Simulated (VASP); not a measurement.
A run of VASP 6.6.1 is set up as follows.

Contents of INCAR:

```
PREC     = Accurate       # precision mode
ENCUT    = 520            # plane-wave cutoff, eV
EDIFF    = 1E-6           # SCF threshold, eV
ISMEAR   = 0              # smearing method
SIGMA    = 0.1            # smearing width, eV
LREAL    = Auto         
LASPH    = True           # aspherical terms in the spheres
NELM     = 80             # most SCF steps
ALGO     = Fast           # electronic algorithm
ISIF     = 2              # what is computed and relaxed
LWAVE    = False          # write WAVECAR
LCHARG   = False          # write CHGCAR
GGA      = PS             # functional
NBANDS   = 107            # bands
```

Contents of KPOINTS:

```
regular mesh
0
Gamma
  3 3 3
```

Contents of POSCAR:

```
Hf9CrW6
1.0
    6.4045380000      0.0203940000      0.0360490000
    0.0203940000      6.6334930000      0.0404240000
    0.0360490000      0.0404240000      6.9352440000
Cr Hf W
1 9 6
Direct
    0.9979312259      0.5037466984      0.4592530130
    0.0077440472      0.9991922882      0.0088913796
    0.4991687493      0.9965054295      0.0191348711
    0.0041485172      0.5028973833      0.0238711547
    0.0034840237      0.9925190355      0.4790781851
    0.4977637536      0.5012235256      0.0131513887
    0.4956184888      0.9978473963      0.4943253631
    0.2347725220      0.2834544550      0.7171972340
    0.7635286091      0.2776886220      0.7273461945
    0.7682492539      0.7247140435      0.7217184275
    0.2452036858      0.2612346714      0.2802986870
    0.7515369533      0.2599172054      0.2615654280
    0.2470490912      0.7365078616      0.2689688842
    0.4953945930      0.5056520053      0.4872180857
    0.7501935908      0.7316963123      0.2801659553
    0.2458703385      0.7294815569      0.7521077377
```

Potentials or basis: VASP PAW PBE potentials, release 64 (Cr_pv, Hf_pv, W_sv).

Run with:

```bash
$ cat potpaw_PBE.64/Cr_pv/POTCAR potpaw_PBE.64/Hf_pv/POTCAR potpaw_PBE.64/W_sv/POTCAR > POTCAR
$ mpirun -np 1 vasp_std > vasp.out
```

**Question.** Estimate the band gap on the k mesh.

**Answer.** Zero (bands 93 and 94 overlap by 0.83 eV).

**Question.** Predict the pressure.

**Answer.** -0.7 GPa.

**Question.** Estimate the largest force.

**Answer.** 0.675 eV/Å.

Stress tensor (GPa, compression positive):
```
 0.37  0.39 -0.26
 0.39 -1.13 -0.50
-0.26 -0.50 -1.31
```

Caveat: the PAW data sets were made with another functional, which shifts forces and pressure a little; spin-orbit coupling is left out, which moves the levels of the heavy elements; the run has no spin polarisation, though such a crystal can be magnetic. Spin polarisation is off, so any magnetic state and its effect on volume and gap are missing.
